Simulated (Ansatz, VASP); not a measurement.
HfO2: VASP beside Ansatz

File INCAR:

```
SYSTEM = HfO2
PREC = Accurate ; ENCUT = 520
EDIFF = 1E-7 ; ISMEAR = -1
SIGMA = 0.05 ; LREAL = .False.
LASPH = .True. ; NELM = 60
ALGO = Normal ; ISIF = 2
LWAVE = .False. ; LCHARG = .True.
GGA = PE ; LELF = .True.
LVHAR = .True. ; NBANDS = 18
```

File KPOINTS:

```
Automatic mesh
0
Gamma
  9 9 9
  0 0 0
```

Contents of POSCAR:

```
HfO2
1.0
    0.0000000000      2.6076597933      2.6076597933
    2.6076597933      0.0000000000      2.6076597933
    2.6076597933      2.6076597933      0.0000000000
Hf O
1 2
Direct
    0.0000000000      0.0000000000      0.0000000000
    0.7500000000      0.7500000000      0.7500000000
    0.2500000000      0.2500000000      0.2500000000
```

Contents of input.yaml:

```yaml
crystal:
  lattice:
    - [0.0, 2.6076597933, 2.6076597933]
    - [2.6076597933, 0.0, 2.6076597933]
    - [2.6076597933, 2.6076597933, 0.0]
  atoms:
    - { symbol: Hf, position: [0.0, 0.0, 0.0] }
    - { symbol: O, position: [0.75, 0.75, 0.75] }
    - { symbol: O, position: [0.25, 0.25, 0.25] }
kpoints:
  mp_grid: { grid: [9, 9, 9] }
scf:
  occupations: { method: fermi_dirac, width: 0.05 }
hamiltonian:
  xc: pbe
  pseudopotentials: { kind: all_electron, lapw: { basis_error: 0.001 } }
output:
  forces: true
  stress: true
  eigenvalues: true
```

Change from the starting cell: volume scaled by 1.06.

Alike in both runs: task single point; functional PBE; k mesh 9 × 9 × 9; occupations fermi-dirac, width 0.05 eV; no spin polarisation.

```csv
,VASP,Ansatz
version,VASP 6.6.1,Ansatz 0.2.0
potentials or method,"VASP PAW PBE potentials, release 64 (Hf_pv, O), cutoff 520 eV","all-electron LAPW, scalar-relativistic"
```

VASP gave:

```
gap on the k mesh at the Fermi level (eV) : 3.66
least direct gap on the mesh (eV)         : 3.77
pressure (GPa)                            : -17.6
```

Problem. Estimate Ansatz's values.

Solution. gap on the k mesh at the Fermi level (eV): 3.66; least direct gap on the mesh (eV): 3.77; pressure (GPa): -14.6.

Ansatz ran all-electron here, and VASP with PAW potentials.

Spin-orbit coupling is off throughout.
